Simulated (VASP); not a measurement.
# Pt (Im-3m) in VASP: a series of runs

Runs on Pt. Level: LDA. Tasks: single point.

All numbers are computed with VASP 6.6.1; they aren't measurements. Logs are shortened: lines on timing, memory, paths and dates and some standing lists are left out, and cuts for length are marked.

## (1) The cell of the first run

It takes space group Im-3m (No. 229, cubic). Conventional cell: a = 3.168 Å, b = 3.168 Å, c = 3.168 Å, α = 90.00°, β = 90.00°, γ = 90.00°. Pt (site symmetry m-3m) has 14 Pt at 2.74 to 3.17 Å within 3.6 Å.

## (2) Single point, LDA

Contents of INCAR:

```
PREC = Accurate
ENCUT = 500
EDIFF = 1E-6
ISMEAR = -1
SIGMA = 0.1
LREAL = False
LASPH = True
NELM = 120
ALGO = Normal
ISIF = 2
LWAVE = False
LCHARG = False
NBANDS = 11
GGA_COMPAT = False
```

Contents of KPOINTS:

```
Automatic mesh
0
Gamma
  12 12 12
```

Contents of POSCAR:

```
Pt
1.0
   -1.5842200000      1.5842200000      1.5842200000
    1.5842200000     -1.5842200000      1.5842200000
    1.5842200000      1.5842200000     -1.5842200000
Pt
1
Direct
    0.0000000000      0.0000000000      0.0000000000
```

Potentials or basis: VASP PAW LDA potentials, release 64 (Pt).

Command:

```sh
$ cat potpaw_LDA.64/Pt/POTCAR > POTCAR
$ mpirun -np 1 vasp_std > vasp.out
```

OUTCAR:

```text
PREC = Accurate
   ENCUT = 500
   EDIFF = 1E-6
   ISMEAR = -1
   LREAL = False
   LASPH = True
   NELM = 120
   ISIF = 2

 ion  position               nearest neighbor table
   1  0.000  0.000  0.000-

  LATTYP: Found a body centered cubic cell.
 ALAT       =     3.1684400000

  Lattice vectors:

 A1 = (  -1.5842200000,   1.5842200000,   1.5842200000)
 A2 = (   1.5842200000,  -1.5842200000,   1.5842200000)
 A3 = (   1.5842200000,   1.5842200000,  -1.5842200000)

Analysis of symmetry for initial positions (statically):
=====================================================================
 Subroutine PRICEL returns:
 Original cell was already a primitive cell.

 Routine SETGRP: Setting up the symmetry group for a
 body centered cubic supercell.

 Subroutine GETGRP returns: Found 48 space group operations
 (whereof 48 operations were pure point group operations)
 out of a pool of 48 trial point group operations.

The static configuration has the point symmetry O_h .

Analysis of symmetry for dynamics (positions and initial velocities):
=====================================================================
 Subroutine PRICEL returns:
 Original cell was already a primitive cell.

 Routine SETGRP: Setting up the symmetry group for a
 body centered cubic supercell.

 Subroutine GETGRP returns: Found 48 space group operations
 (whereof 48 operations were pure point group operations)
 out of a pool of 48 trial point group operations.

The dynamic configuration has the point symmetry O_h .

 Subroutine INISYM returns: Found 48 space group operations
 (whereof 48 operations are pure point group operations),
 and found     1 'primitive' translations

----------------------------------------------------------------------------------------

                                     Primitive cell

  volume of cell :      15.9040

  direct lattice vectors                    reciprocal lattice vectors
    -1.584220000  1.584220000  1.584220000     0.000000000  0.315612731  0.315612731
     1.584220000 -1.584220000  1.584220000     0.315612731  0.000000000  0.315612731
     1.584220000  1.584220000 -1.584220000     0.315612731  0.315612731  0.000000000

  length of vectors
     2.743949530  2.743949530  2.743949530     0.446343804  0.446343804  0.446343804

  position of ions in fractional coordinates (direct lattice)
     0.000000000  0.000000000  0.000000000

  ion indices of the primitive-cell ions
   primitive index   ion index
                 1           1

----------------------------------------------------------------------------------------

 KPOINTS: Automatic mesh

Automatic generation of k-mesh.
 Grid dimensions read from file:
 generate k-points for:   12   12   12

 Generating k-lattice:

  Cartesian coordinates                     Fractional coordinates (reciprocal lattice)
     0.000000000  0.026301061  0.026301061     0.083333333  0.000000000  0.000000000
     0.026301061  0.000000000  0.026301061     0.000000000  0.083333333  0.000000000
     0.026301061  0.026301061  0.000000000     0.000000000  0.000000000  0.083333333

  Length of vectors
     0.037195317  0.037195317  0.037195317

  Shift w.r.t. Gamma in fractional coordinates (k-lattice)
     0.000000000  0.000000000  0.000000000

 Subroutine IBZKPT returns following result:
 ===========================================

 Found     72 irreducible k-points:

 Following reciprocal coordinates:
            Coordinates               Weight
  0.000000  0.000000  0.000000      1.000000
  0.083333  0.000000  0.000000     12.000000
  0.166667  0.000000  0.000000     12.000000
  0.250000  0.000000  0.000000     12.000000
  0.333333  0.000000  0.000000     12.000000
  0.416667  0.000000  0.000000     12.000000
[... 16 lines left out ...]
  0.333333  0.083333  0.083333     24.000000
  0.416667  0.083333  0.083333     12.000000
 [... further k-points ...]
   k-points           NKPTS =     72   k-points in BZ     NKDIM =     72   number of bands    NBANDS=     11
   number of dos      NEDOS =    301   number of ions     NIONS =      1
   total plane-waves  NPLWV =   8000
   dimension x,y,z NGX =    20 NGY =   20 NGZ =   20
   dimension x,y,z NGXF=    40 NGYF=   40 NGZF=   40
   ions per type =               1
   NGX,Y,Z   is equivalent  to a cutoff of  12.12, 12.12, 12.12 a.u.
   NGXF,Y,Z  is equivalent  to a cutoff of  24.23, 24.23, 24.23 a.u.
 SYSTEM =  unknown system
   PREC   = accura    normal or accurate (medium, high low for compatibility)
   ISTART =      0    job   : 0-new  1-cont  2-samecut
   ICHARG =      2    charge: 1-file 2-atom 10-const
   ISPIN  =      1    spin polarized calculation?
   LNONCOLLINEAR =      F non collinear calculations
   LSORBIT =      F    spin-orbit coupling
   LASPH  =      T    aspherical Exc in radial PAW
   ENCUT  =  500.0 eV  36.75 Ry    6.06 a.u.   5.00  5.00  5.00*2*pi/ulx,y,z
   NELM   =    120;   NELMIN=  2; NELMDL= -5     # of ELM steps
   EDIFF  = 0.1E-05   stopping-criterion for ELM
   LREAL  =      F    real-space projection
   EDIFFG = 0.1E-04   stopping-criterion for IOM
   NSW    =      0    number of steps for IOM
   IBRION =     -1    ionic relax: 0-MD 1-quasi-New 2-CG
   NFREE  =      0    steps in history (QN), initial steepest desc. (CG)
   ISIF   =      2    stress and relaxation
   ISYM   =      2    0-nonsym 1-usesym 2-fastsym
   POTIM  = 0.5000    time-step for ionic-motion
   TEBEG  =    0.0;   TEEND  =   0.0 temperature during run
   PSTRESS=    0.0 pullay stress
   NELECT =      10.0000    total number of electrons
   NUPDOWN=      -1.0000    fix difference up-down
   EMIN   =  10.00;   EMAX   =-10.00  energy-range for DOS
   EFERMI =   0.00;   METHOD = LEGACY
   ISMEAR =    -1;   SIGMA  =   0.10  broadening in eV -4-tet -1-fermi 0-gaus
   EFERMI_NEDOS =   21; number of points for ismear=-14 and -15
   IALGO  =     38    algorithm
   IMIX   =      4    mixing-type and parameters
     AMIX     =   0.40;   BMIX     =  1.00
     AMIX_MAG =   1.60;   BMIX_MAG =  1.00
  volume/ion in A,a.u.               =      15.90       107.33
  Fermi-wavevector in a.u.,A,eV,Ry     =   1.402510  2.650360 26.763132  1.967035
  Thomas-Fermi vector in A             =   2.525265
   LORBIT       =      0    0 simple, 1 ext, 2 COOP (PROOUT), +10 PAW based schemes
   GGA     = CA    functional components
   LHFCALC =     F    Hartree Fock is set to
   AEXX    =    0.0000 exact exchange contribution
   IVDW    =     0    specifies the selected vdW correction
   LEPSILON=     F    determine dielectric tensor
   LRPA    =     F    only Hartree local field effects (RPA)
 non-spin polarized calculation
  energy-cutoff  :      500.00
  volume of cell :       15.90
 maximum number of plane-waves:       420
   NGX =  9   NGY =  9   NGZ =  9

 number of electron      10.0000000 magnetization

 Free energy of the ion-electron system (eV)
  ---------------------------------------------------
  ext. energy  EPLUGINS =         0.00000000
  ---------------------------------------------------
  free energy    TOTEN  =        -7.36894563 eV

  energy without entropy =       -7.33940789  energy(sigma->0) =       -7.35417676

 E-fermi :   9.9124     XC(G=0): -13.3761

 val. band max:        9.8968950390   @ k =  -0.4167  -0.4167   0.1667
 cond. band min:       9.9315919742   @ k =  -0.4167  -0.4167   0.0833
 fundamental gap:      0.0346969353
 Fermi energy:         9.9124499943

 k-point     1 :       0.0000    0.0000    0.0000
  band No.  band energies     occupation
      1       0.4796      2.00000
      2       6.4637      2.00000
      3       6.4637      2.00000
      4       6.4637      2.00000
      5       8.9758      1.99983
      6       8.9758      1.99983
      7      27.0062      0.00000
      8      27.0062      0.00000
      9      27.0062      0.00000
     10      37.0209      0.00000
     11      37.0295      0.00000

 k-point     2 :       0.0833    0.0000    0.0000
  band No.  band energies     occupation
      1       0.7592      2.00000
      2       6.3555      2.00000
      3       6.4629      2.00000
      4       6.6875      2.00000
      5       8.8400      1.99996
      6       8.9834      1.99982
      7      27.1235      0.00000
      8      27.2050      0.00000
      9      27.4173      0.00000
     10      34.1835      0.00000
     11      34.6258      0.00000

 k-point     3 :       0.1667    0.0000    0.0000
  band No.  band energies     occupation
      1       1.5400      2.00000
      2       6.0720      2.00000
      3       6.4395      2.00000
      4       7.3355      2.00000
      5       8.6017      2.00000
      6       9.0135      1.99975
      7      26.8764      0.00000
      8      27.0215      0.00000
      9      28.5863      0.00000
     10      32.3619      0.00000
     11      32.5609      0.00000

 k-point     4 :       0.2500    0.0000    0.0000
  band No.  band energies     occupation
      1       2.5741      2.00000
      2       5.7095      2.00000
      3       6.5168      2.00000
      4       8.3284      2.00000
      5       8.5415      2.00000
      6       9.0774      1.99953
      7      24.3600      0.00000
      8      25.9512      0.00000
      9      30.3338      0.00000
     10      31.3321      0.00000
     11      32.3656      0.00000
[... 239 lines left out ...]
 k-point    22 :       0.2500    0.0833    0.0833
  band No.  band energies     occupation
      1       3.8082      2.00000
      2       5.3269      2.00000
      3       6.3686      2.00000
      4       8.7877      1.99997
      5       9.1688      1.99882
      6      10.7510      0.00046
      7      20.7470      0.00000
      8      24.3269      0.00000
      9      25.4473      0.00000
     10      31.1948      0.00000
     11      36.2748      0.00000

 k-point    23 :       0.3333    0.0833    0.0833
  band No.  band energies     occupation
      1       3.9144      2.00000
      2       5.1265      2.00000
      3       7.6051      2.00000
      4       8.8959      1.99992
      5       9.2728      1.99667
      6      12.2687      0.00000
      7      17.5440      0.00000
      8      23.3963      0.00000
      9      24.2795      0.00000
     10      33.0347      0.00000
     11      34.9429      0.00000

 k-point    24 :       0.4167    0.0833    0.0833
  band No.  band energies     occupation
      1       3.8824      2.00000
      2       5.0573      2.00000
      3       8.3475      2.00000
      4       8.9186      1.99990
      5       9.3104      1.99516
      6      13.2972      0.00000
      7      15.8054      0.00000
      8      23.0651      0.00000
      9      23.7663      0.00000
     10      33.9334      0.00000
     11      34.4213      0.00000

 [... further k-points ...]

------------------------ aborting loop because EDIFF is reached ----------------------------------------

  FORCE on cell =-STRESS in cart. coord.  units (eV):
  Direction    XX          YY          ZZ          XY          YZ          ZX
  --------------------------------------------------------------------------------------
  -------------------------------------------------------------------------------------
  Total       -1.5262636     -1.5262636     -1.5262636     -0.0000000     -0.0000000     -0.0000000
  in kB     -153.7565680   -153.7565680   -153.7565680     -0.0000000     -0.0000000     -0.0000000
  external PRESSURE =    -153.7565680 kB  Pullay stress =       0.0000000 kB

 VOLUME and BASIS-vectors are now :
 -----------------------------------------------------------------------------
  energy-cutoff  :      500.00
  volume of cell :       15.90
      direct lattice vectors                 reciprocal lattice vectors
    -1.584220000  1.584220000  1.584220000     0.000000000  0.315612731  0.315612731
     1.584220000 -1.584220000  1.584220000     0.315612731  0.000000000  0.315612731
     1.584220000  1.584220000 -1.584220000     0.315612731  0.315612731  0.000000000

 POSITION                                       TOTAL-FORCE (eV/Angst)
 -----------------------------------------------------------------------------------
      0.00000      0.00000      0.00000        -0.000000     -0.000000      0.000000
 -----------------------------------------------------------------------------------
    total drift:                               -0.000000     -0.000000      0.000000

  FREE ENERGIE OF THE ION-ELECTRON SYSTEM (eV)
  ---------------------------------------------------
  free  energy   TOTEN  =        -7.3689456257 eV

  energy  without entropy=       -7.3394078895  energy(sigma->0) =       -7.35417676
```

Run time: 13 s. Hardware: 1 thread of AMD EPYC 7R13, shared host; peak memory 0.1 GiB.

What came out:

- Free energy: -7.3689 eV
- Pressure: -15.4 GPa
- Band gap on the k mesh: zero (band 5 reaches 10.93 eV, above the bottom of band 6 at 8.82 eV)

Caveat: spin-orbit coupling is left out, which moves the levels of the heavy elements.

## (3) Single point, LDA

Contents of INCAR:

```
SYSTEM = Pt
PREC = Accurate
ENCUT = 500
EDIFF = 1E-6
ISMEAR = -1
SIGMA = 0.1
LREAL = .False.
LASPH = .True.
NELM = 120
ALGO = Normal
ISIF = 2
LWAVE = .False.
LCHARG = .False.
NBANDS = 11
GGA_COMPAT = .False.
```

Contents of KPOINTS:

```
Automatic mesh
0
Gamma
  12 12 12
  0 0 0
```

POSCAR is that of step 2.

Potentials or basis: VASP PAW LDA potentials, release 64 (Pt).

Command:

```sh
$ cat potpaw_LDA.64/Pt/POTCAR > POTCAR
$ mpirun -np 1 vasp_std > vasp.out
```

OUTCAR:

```text
SYSTEM = Pt
   PREC = Accurate
   ENCUT = 500
   EDIFF = 1E-6
   ISMEAR = -1
   LREAL = .False.
   LASPH = .True.
   NELM = 120
   ISIF = 2

 ion  position               nearest neighbor table
   1  0.000  0.000  0.000-

  LATTYP: Found a body centered cubic cell.
 ALAT       =     3.1684400000

  Lattice vectors:

 A1 = (  -1.5842200000,   1.5842200000,   1.5842200000)
 A2 = (   1.5842200000,  -1.5842200000,   1.5842200000)
 A3 = (   1.5842200000,   1.5842200000,  -1.5842200000)

[... 504 lines left out ...]
      3       8.3475      2.00000
      4       8.9186      1.99990
      5       9.3104      1.99516
      6      13.2972      0.00000
      7      15.8054      0.00000
      8      23.0651      0.00000
      9      23.7663      0.00000
     10      33.9334      0.00000
     11      34.4213      0.00000

 [... further k-points ...]
[... 5 lines left out ...]
  --------------------------------------------------------------------------------------
  -------------------------------------------------------------------------------------
  Total       -1.5262636     -1.5262636     -1.5262636     -0.0000000     -0.0000000     -0.0000000
  in kB     -153.7565680   -153.7565680   -153.7565680     -0.0000000     -0.0000000     -0.0000000
  external PRESSURE =    -153.7565680 kB  Pullay stress =       0.0000000 kB

 VOLUME and BASIS-vectors are now :
 -----------------------------------------------------------------------------
  energy-cutoff  :      500.00
  volume of cell :       15.90
      direct lattice vectors                 reciprocal lattice vectors
    -1.584220000  1.584220000  1.584220000     0.000000000  0.315612731  0.315612731
     1.584220000 -1.584220000  1.584220000     0.315612731  0.000000000  0.315612731
     1.584220000  1.584220000 -1.584220000     0.315612731  0.315612731  0.000000000

 POSITION                                       TOTAL-FORCE (eV/Angst)
 -----------------------------------------------------------------------------------
      0.00000      0.00000      0.00000        -0.000000     -0.000000      0.000000
 -----------------------------------------------------------------------------------
    total drift:                               -0.000000     -0.000000      0.000000

  FREE ENERGIE OF THE ION-ELECTRON SYSTEM (eV)
  ---------------------------------------------------
  free  energy   TOTEN  =        -7.3689456257 eV

  energy  without entropy=       -7.3394078895  energy(sigma->0) =       -7.35417676
```

stdout:

```text
POSCAR found type information on POSCAR Pt
 POSCAR found :  1 types and       1 ions
 scaLAPACK will be used
 LDA part: xc-table for (Slater(with rela. corr.)+CA(PZ))
 , standard interpolation
 POSCAR, INCAR and KPOINTS ok, starting setup
 FFT: planning ... GRIDC
 FFT: planning ... GRID_SOFT
 FFT: planning ... GRID
 WAVECAR not read
 entering main loop
```

Run time: 12 s. Hardware: 1 thread of AMD EPYC 7R13, shared host; peak memory 0.1 GiB.

Results:

```yaml
Free_energy: -7.3689 eV
Pressure: -15.4 GPa
Band_gap_on_the_k_mesh: zero (band 5 reaches 10.93 eV, above the bottom of band 6 at 8.82 eV)
```

Caveat: spin-orbit coupling is left out, which moves the levels of the heavy elements.
